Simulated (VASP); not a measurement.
A run of VASP 6.6.1 is set up as follows.

INCAR

```
SYSTEM = Sr
  PREC = Accurate
  ENCUT = 520
  EDIFF = 1E-6
  ISMEAR = 0
  SIGMA = 0.15
  LREAL = .False.
  LASPH = .True.
  NELM = 80
  ALGO = Fast
  ISIF = 2
  LWAVE = .False.
  LCHARG = .False.
  GGA = PE
  NBANDS = 11
```

KPOINTS

```
Automatic mesh
0
Gamma
  16 16 16
  0 0 0
```

POSCAR

```
Sr
1.0
    0.0000000000      3.2117090815      2.7299527193
    3.2117090815      0.0000000000      2.7299527193
    3.2117090815      3.2117090815      0.0000000000
Sr
1
Direct
    0.0000000000      0.0000000000      0.0000000000
```

Potentials or basis: VASP PAW PBE potentials, release 64 (Sr_sv).

The run is started by

```console
$ cat potpaw_PBE.64/Sr_sv/POTCAR > POTCAR
$ mpirun -np 1 vasp_std > vasp.out
```

Task: Estimate the pressure.

Result: -0.3 GPa.

Task: What does it give for the band gap on the k mesh?

Result: Zero (band 5 reaches 1.69 eV, above the bottom of band 6 at 1.49 eV).

Stress tensor (GPa, compression positive):
```
-0.39  0.00  0.00
 0.00 -0.39  0.00
 0.00  0.00 -0.20
```
